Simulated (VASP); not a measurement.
# CdS (P6_3mc) in VASP: a series of runs

The runs below take CdS through single point, with PBE.

Everything below comes from runs of VASP 6.6.1. Logs are shortened: lines on timing, memory, paths and dates and some standing lists are left out, and cuts for length are marked.

### 1 The cell of the first run

The structure is hexagonal, space group P6_3mc (No. 186). Conventional cell: a = 4.197 Å, b = 4.197 Å, c = 6.831 Å, α = 90.00°, β = 90.00°, γ = 120.00°. Cd (site symmetry 3m) has 4 S at 2.57 Å within 3.4 Å. S (site symmetry 3m) has 4 Cd at 2.57 Å within 3.4 Å.

### 2 Single point, PBE

Input file INCAR:

```
SYSTEM = CdS
PREC     = Accurate       ! precision mode
ENCUT    = 520            ! plane-wave cutoff, eV
EDIFF    = 1E-7           ! SCF threshold, eV
ISMEAR   = 0              ! smearing method
SIGMA    = 0.02           ! smearing width, eV
LREAL    = .FALSE.        ! projectors in reciprocal space
LASPH    = .TRUE.         ! aspherical terms in the spheres
NELM     = 80             ! most SCF steps
ALGO     = Normal         ! electronic algorithm
ISIF     = 2              ! what is computed and relaxed
LWAVE    = .FALSE.        ! write WAVECAR
LCHARG   = .FALSE.        ! write CHGCAR
GGA      = PE             ! functional
NBANDS   = 26             ! bands
```

Input file KPOINTS:

```
Automatic mesh
0
G
  9 9 4
  0 0 0
```

Input file POSCAR:

```
CdS
1.0
    4.1969733342      0.0000000000      0.0000000000
   -2.0984866671      3.6346855264      0.0000000000
    0.0000000000      0.0000000000      6.8314511238
Cd S
2 2
Direct
    0.6666666667      0.3333333333      0.5002641353
    0.3333333333      0.6666666667      0.0002641353
    0.6666666667      0.3333333333      0.8767358647
    0.3333333333      0.6666666667      0.3767358647
```

Potentials or basis: VASP PAW PBE potentials, release 64 (Cd, S).

Command:

```
$ cat potpaw_PBE.64/Cd/POTCAR potpaw_PBE.64/S/POTCAR > POTCAR
$ mpirun -np 1 vasp_std > vasp.out
```

OUTCAR:

```text
SYSTEM = CdS
   PREC = Accurate
   ENCUT = 520
   EDIFF = 1E-7
   ISMEAR = 0
   LREAL = .FALSE.
   LASPH = .TRUE.
   NELM = 80
   ISIF = 2
   GGA = PE

 ion  position               nearest neighbor table
   1  0.667  0.333  0.500-   4 2.57   4 2.57   4 2.57   3 2.57
   2  0.333  0.667  0.000-   3 2.57   3 2.57   3 2.57   4 2.57
   3  0.667  0.333  0.877-   2 2.57   2 2.57   2 2.57   1 2.57
   4  0.333  0.667  0.377-   1 2.57   1 2.57   1 2.57   2 2.57

  LATTYP: Found a hexagonal cell.
 ALAT       =     4.1969733342
 C/A-ratio  =     1.6277089654

  Lattice vectors:

 A1 = (   4.1969733342,   0.0000000000,   0.0000000000)
 A2 = (  -2.0984866671,   3.6346855264,   0.0000000000)
 A3 = (   0.0000000000,   0.0000000000,   6.8314511238)

Analysis of symmetry for initial positions (statically):
=====================================================================
 Subroutine PRICEL returns:
 Original cell was already a primitive cell.

 Routine SETGRP: Setting up the symmetry group for a
 hexagonal supercell.

 Subroutine GETGRP returns: Found 12 space group operations
 (whereof  6 operations were pure point group operations)
 out of a pool of 24 trial point group operations.

The static configuration has the point symmetry C_3v.
 The point group associated with its full space group is C_6v.

Analysis of symmetry for dynamics (positions and initial velocities):
=====================================================================
 Subroutine PRICEL returns:
 Original cell was already a primitive cell.

 Routine SETGRP: Setting up the symmetry group for a
 hexagonal supercell.

 Subroutine GETGRP returns: Found 12 space group operations
 (whereof  6 operations were pure point group operations)
 out of a pool of 24 trial point group operations.

The dynamic configuration has the point symmetry C_3v.
 The point group associated with its full space group is C_6v.

 Subroutine INISYM returns: Found 12 space group operations
 (whereof  6 operations are pure point group operations),
 and found     1 'primitive' translations

----------------------------------------------------------------------------------------

                                     Primitive cell

  volume of cell :     104.2116

  direct lattice vectors                    reciprocal lattice vectors
     4.196973334  0.000000000  0.000000000     0.238266942  0.137563483  0.000000000
    -2.098486667  3.634685526  0.000000000     0.000000000  0.275126966  0.000000000
     0.000000000  0.000000000  6.831451124     0.000000000  0.000000000  0.146381784

  length of vectors
     4.196973334  4.196973334  6.831451124     0.275126966  0.275126966  0.146381784

  position of ions in fractional coordinates (direct lattice)
     0.666666667  0.333333333  0.500264135
     0.333333333  0.666666667  0.000264135
     0.666666667  0.333333333  0.876735865
     0.333333333  0.666666667  0.376735865

  ion indices of the primitive-cell ions
   primitive index   ion index
                 1           1
                 2           2
                 3           3
                 4           4

----------------------------------------------------------------------------------------

 KPOINTS: Automatic mesh

Automatic generation of k-mesh.
 Grid dimensions read from file:
 generate k-points for:    9    9    4

 Generating k-lattice:

  Cartesian coordinates                     Fractional coordinates (reciprocal lattice)
     0.026474105  0.015284831  0.000000000     0.111111111  0.000000000  0.000000000
     0.000000000  0.030569663  0.000000000     0.000000000  0.111111111  0.000000000
     0.000000000  0.000000000  0.036595446     0.000000000  0.000000000  0.250000000

  Length of vectors
     0.030569663  0.030569663  0.036595446

  Shift w.r.t. Gamma in fractional coordinates (k-lattice)
     0.000000000  0.000000000  0.000000000

 Subroutine IBZKPT returns following result:
 ===========================================

 Found     36 irreducible k-points:

 Following reciprocal coordinates:
            Coordinates               Weight
  0.000000  0.000000  0.000000      1.000000
  0.111111 -0.000000  0.000000      6.000000
  0.222222 -0.000000  0.000000      6.000000
  0.333333 -0.000000  0.000000      6.000000
  0.444444 -0.000000  0.000000      6.000000
  0.111111  0.111111  0.000000      6.000000
[... 16 lines left out ...]
  0.333333  0.222222  0.250000     24.000000
  0.333333  0.333333  0.250000      4.000000
 [... further k-points ...]
   k-points           NKPTS =     36   k-points in BZ     NKDIM =     36   number of bands    NBANDS=     26
   number of dos      NEDOS =    301   number of ions     NIONS =      4
   total plane-waves  NPLWV =  55296
   dimension x,y,z NGX =    32 NGY =   32 NGZ =   54
   dimension x,y,z NGXF=    64 NGYF=   64 NGZF=  108
   ions per type =               2   2
   NGX,Y,Z   is equivalent  to a cutoff of  12.68, 12.68, 13.14 a.u.
   NGXF,Y,Z  is equivalent  to a cutoff of  25.35, 25.35, 26.28 a.u.
 SYSTEM =  CdS
   PREC   = accura    normal or accurate (medium, high low for compatibility)
   ISTART =      0    job   : 0-new  1-cont  2-samecut
   ICHARG =      2    charge: 1-file 2-atom 10-const
   ISPIN  =      1    spin polarized calculation?
   LNONCOLLINEAR =      F non collinear calculations
   LSORBIT =      F    spin-orbit coupling
   LASPH  =      T    aspherical Exc in radial PAW
   ENCUT  =  520.0 eV  38.22 Ry    6.18 a.u.   7.80  7.80 12.70*2*pi/ulx,y,z
   NELM   =     80;   NELMIN=  2; NELMDL= -5     # of ELM steps
   EDIFF  = 0.1E-06   stopping-criterion for ELM
   LREAL  =      F    real-space projection
   EDIFFG = 0.1E-05   stopping-criterion for IOM
   NSW    =      0    number of steps for IOM
   IBRION =     -1    ionic relax: 0-MD 1-quasi-New 2-CG
   NFREE  =      0    steps in history (QN), initial steepest desc. (CG)
   ISIF   =      2    stress and relaxation
   ISYM   =      2    0-nonsym 1-usesym 2-fastsym
   POTIM  = 0.5000    time-step for ionic-motion
   TEBEG  =    0.0;   TEEND  =   0.0 temperature during run
   PSTRESS=    0.0 pullay stress
   NELECT =      36.0000    total number of electrons
   NUPDOWN=      -1.0000    fix difference up-down
   EMIN   =  10.00;   EMAX   =-10.00  energy-range for DOS
   EFERMI =   0.00;   METHOD = LEGACY
   ISMEAR =     0;   SIGMA  =   0.02  broadening in eV -4-tet -1-fermi 0-gaus
   EFERMI_NEDOS =   21; number of points for ismear=-14 and -15
   IALGO  =     38    algorithm
   IMIX   =      4    mixing-type and parameters
     AMIX     =   0.40;   BMIX     =  1.00
     AMIX_MAG =   1.60;   BMIX_MAG =  1.00
  volume/ion in A,a.u.               =      26.05       175.81
  Fermi-wavevector in a.u.,A,eV,Ry     =   1.148692  2.170713 17.952802  1.319494
  Thomas-Fermi vector in A             =   2.285366
   LORBIT       =      0    0 simple, 1 ext, 2 COOP (PROOUT), +10 PAW based schemes
   GGA     = PE    functional components
   LHFCALC =     F    Hartree Fock is set to
   AEXX    =    0.0000 exact exchange contribution
   IVDW    =     0    specifies the selected vdW correction
   LEPSILON=     F    determine dielectric tensor
   LRPA    =     F    only Hartree local field effects (RPA)
 non-spin polarized calculation
 Gauss-broadening in eV      SIGMA  =   0.02
  energy-cutoff  :      520.00
  volume of cell :      104.21
 maximum number of plane-waves:      2838
 NGX is ok and might be reduce to    32

 number of electron      36.0000000 magnetization

 Free energy of the ion-electron system (eV)
  ---------------------------------------------------
  ext. energy  EPLUGINS =         0.00000000
  ---------------------------------------------------
  free energy    TOTEN  =       -12.29961788 eV

  energy without entropy =      -12.29961788  energy(sigma->0) =      -12.29961788

 E-fermi :   1.0037     XC(G=0):  -8.9165

 val. band max:        0.9066817467   @ k =   0.0000   0.0000   0.0000
 cond. band min:       2.0181665978   @ k =   0.0000   0.0000   0.0000
 fundamental gap:      1.1114848511
 Fermi energy:         1.0037355804

 k-point     1 :       0.0000    0.0000    0.0000
  band No.  band energies     occupation
      1     -11.1786      2.00000
      2     -10.7916      2.00000
      3      -6.6399      2.00000
      4      -6.6339      2.00000
      5      -6.6339      2.00000
      6      -6.5596      2.00000
[... 18 lines left out ...]
     25       8.4554      0.00000
     26       8.4554      0.00000

 k-point     2 :       0.1111   -0.0000    0.0000
  band No.  band energies     occupation
      1     -11.1390      2.00000
      2     -10.7741      2.00000
      3      -6.6280      2.00000
      4      -6.6178      2.00000
      5      -6.6016      2.00000
      6      -6.5410      2.00000
[... 18 lines left out ...]
     25       8.3750      0.00000
     26       8.7084      0.00000

 k-point     3 :       0.2222   -0.0000    0.0000
  band No.  band energies     occupation
      1     -11.0355      2.00000
      2     -10.7324      2.00000
      3      -6.5936      2.00000
      4      -6.5814      2.00000
      5      -6.5160      2.00000
      6      -6.4807      2.00000
[... 18 lines left out ...]
     25       8.6421      0.00000
     26       9.3778      0.00000

 k-point     4 :       0.3333   -0.0000    0.0000
  band No.  band energies     occupation
      1     -10.9090      2.00000
      2     -10.6933      2.00000
      3      -6.5635      2.00000
      4      -6.5497      2.00000
      5      -6.4361      2.00000
      6      -6.4171      2.00000
[... 18 lines left out ...]
     25       9.2123      0.00000
     26       9.5884      0.00000

 k-point     5 :       0.4444   -0.0000    0.0000
  band No.  band energies     occupation
      1     -10.8149      2.00000
      2     -10.6791      2.00000
      3      -6.5501      2.00000
      4      -6.5356      2.00000
      5      -6.3816      2.00000
      6      -6.3777      2.00000
[... 18 lines left out ...]
     25       9.2810      0.00000
     26      10.6096      0.00000

 k-point     6 :       0.1111    0.1111    0.0000
  band No.  band energies     occupation
      1     -11.0674      2.00000
      2     -10.7445      2.00000
      3      -6.6015      2.00000
      4      -6.5936      2.00000
      5      -6.5415      2.00000
      6      -6.5095      2.00000
[... 427 lines left out ...]
 k-point    21 :       0.4444    0.1111    0.2500
  band No.  band energies     occupation
      1     -10.7665      2.00000
      2     -10.6909      2.00000
      3      -6.5352      2.00000
      4      -6.5136      2.00000
      5      -6.4303      2.00000
      6      -6.3935      2.00000
[... 18 lines left out ...]
     25       9.1815      0.00000
     26      10.3378      0.00000

 k-point    22 :       0.2222    0.2222    0.2500
  band No.  band energies     occupation
      1     -10.8202      2.00000
      2     -10.7022      2.00000
      3      -6.5385      2.00000
      4      -6.5162      2.00000
      5      -6.4414      2.00000
      6      -6.4212      2.00000
[... 18 lines left out ...]
     25       8.8267      0.00000
     26       9.8378      0.00000

 k-point    23 :       0.3333    0.2222    0.2500
  band No.  band energies     occupation
      1     -10.7496      2.00000
      2     -10.6907      2.00000
      3      -6.5364      2.00000
      4      -6.4885      2.00000
      5      -6.4295      2.00000
      6      -6.3937      2.00000
[... 18 lines left out ...]
     25       9.4257      0.00000
     26      10.0471      0.00000

 k-point    24 :       0.3333    0.3333    0.2500
  band No.  band energies     occupation
      1     -10.7063      2.00000
      2     -10.7063      2.00000
      3      -6.5403      2.00000
      4      -6.4474      2.00000
      5      -6.4474      2.00000
      6      -6.3864      2.00000
[... 18 lines left out ...]
     25      10.1618      0.00000
     26      10.2004      0.00000

 [... further k-points ...]

------------------------ aborting loop because EDIFF is reached ----------------------------------------

  FORCE on cell =-STRESS in cart. coord.  units (eV):
  Direction    XX          YY          ZZ          XY          YZ          ZX
  --------------------------------------------------------------------------------------
  -------------------------------------------------------------------------------------
  Total        0.1678702      0.1678702      0.1665699      0.0000000     -0.0000000      0.0000000
  in kB        2.5808827      2.5808827      2.5608914      0.0000000     -0.0000000      0.0000000
  external PRESSURE =       2.5742189 kB  Pullay stress =       0.0000000 kB

 VOLUME and BASIS-vectors are now :
 -----------------------------------------------------------------------------
  energy-cutoff  :      520.00
  volume of cell :      104.21
      direct lattice vectors                 reciprocal lattice vectors
     4.196973334  0.000000000  0.000000000     0.238266942  0.137563483  0.000000000
    -2.098486667  3.634685526  0.000000000     0.000000000  0.275126966  0.000000000
     0.000000000  0.000000000  6.831451124     0.000000000  0.000000000  0.146381784

 POSITION                                       TOTAL-FORCE (eV/Angst)
 -----------------------------------------------------------------------------------
      2.09849      1.21156      3.41753        -0.000000     -0.000000     -0.000904
     -0.00000      2.42312      0.00180         0.000000      0.000000     -0.000904
      2.09849      1.21156      5.98938         0.000000     -0.000000      0.000904
     -0.00000      2.42312      2.57365        -0.000000      0.000000      0.000904
 -----------------------------------------------------------------------------------
    total drift:                               -0.000000     -0.000000     -0.000255

  FREE ENERGIE OF THE ION-ELECTRON SYSTEM (eV)
  ---------------------------------------------------
  free  energy   TOTEN  =       -12.2996178760 eV

  energy  without entropy=      -12.2996178760  energy(sigma->0) =      -12.29961788
```

It took 76 s on 1 thread of Intel Xeon Platinum 8259CL at 2.50GHz (Skylake/Cascade Lake), shared host; peak memory 0.26 GiB.

Results:

- Free energy: -12.2996 eV
- Pressure: 0.3 GPa
- Band gap on the k mesh: 1.11 eV

Levels at points of the mesh, in eV from the valence-band top:
| k point | band 14 | band 15 | band 16 | band 17 | band 18 | band 19 | band 20 | band 21 | band 22 | band 23 |
| --- | --- | --- | --- | --- | --- | --- | --- | --- | --- | --- |
| (0.00, 0.00, 0.00) | -0.69 | -0.69 | -0.04 | 0.00 | 0.00 | 1.11 | 2.74 | 6.48 | 6.48 | 6.78 |
| (0.00, 0.00, 0.50) | -2.36 | -0.36 | -0.36 | -0.36 | -0.36 | 2.76 | 2.76 | 6.14 | 6.14 | 6.83 |

### 3 Single point, PBE

This run uses another cell than the first one: it holds 8 atoms, not 4.

Input file INCAR:

```
PREC     = Accurate       # precision mode
ENCUT    = 520            # plane-wave cutoff, eV
EDIFF    = 1E-6           # SCF threshold, eV
ISMEAR   = 0              # smearing method
SIGMA    = 0.02           # smearing width, eV
LREAL    = False          # projectors in reciprocal space
LASPH    = True           # aspherical terms in the spheres
NELM     = 60             # most SCF steps
ALGO     = Normal         # electronic algorithm
ISIF     = 2              # what is computed and relaxed
LWAVE    = False          # write WAVECAR
LCHARG   = False          # write CHGCAR
GGA      = PE             # functional
NBANDS   = 46             # bands
```

Input file KPOINTS:

```
Automatic mesh
0
Gamma
  6 4 4
```

Input file POSCAR:

```
CdS
1.0
    2.0984866692      3.6346855301      0.0000000000
    0.0000000000      0.0000000000      6.8314511231
    6.2954600076     -3.6346855300      0.0000000000
Cd S
4 4
Direct
    0.5000000000      0.5002641351      0.1666666667
    0.0000000000      0.5002641351      0.6666666667
    0.5000000000      0.0002641351      0.8333333333
    0.0000000000      0.0002641351      0.3333333333
    0.5000000000      0.8767358649      0.1666666667
    0.0000000000      0.8767358649      0.6666666667
    0.5000000000      0.3767358649      0.8333333333
    0.0000000000      0.3767358649      0.3333333333
```

Potentials or basis: VASP PAW PBE potentials, release 64 (Cd, S).

Command:

```
$ cat potpaw_PBE.64/Cd/POTCAR potpaw_PBE.64/S/POTCAR > POTCAR
$ mpirun -np 1 vasp_std > vasp.out
```

Wall time 9 min (1 thread of Oxide Virtual Turin-like, shared host); peak memory 0.4 GiB.

The run converged. Its results:

```yaml
Free_energy: -24.5976 eV
Pressure: 0.3 GPa
Band_gap_on_the_k_mesh: 1.11 eV
```

Levels at points of the mesh, in eV from the valence-band top:
```csv
k point,band 32,band 33,band 34,band 35,band 36,band 37,band 38,band 39,band 40,band 41
"(0.00, 0.00, 0.00)",-0.69,-0.69,-0.04,0.00,0.00,1.11,2.74,3.62,3.88,5.12
"(0.50, 0.00, 0.00)",-2.24,-1.20,-1.20,-1.12,-1.12,4.29,4.29,4.89,4.89,5.13
"(0.00, 0.50, 0.00)",-1.23,-0.36,-0.36,-0.36,-0.36,2.76,2.76,3.45,3.45,5.35
"(0.50, 0.50, 0.00)",-1.87,-1.09,-1.09,-1.09,-1.09,4.18,4.18,4.18,4.18,5.81
"(0.00, 0.00, 0.50)",-1.25,-0.45,-0.45,-0.35,-0.35,2.87,2.87,3.95,3.95,5.50
"(0.50, 0.00, 0.50)",-1.72,-1.19,-1.19,-0.69,-0.69,3.62,3.62,3.88,3.88,5.12
"(0.00, 0.50, 0.50)",-1.23,-0.82,-0.82,-0.82,-0.82,3.73,3.73,3.73,3.73,5.38
"(0.50, 0.50, 0.50)",-1.24,-1.23,-1.23,-1.23,-1.23,3.45,3.45,3.45,3.45,5.35
```
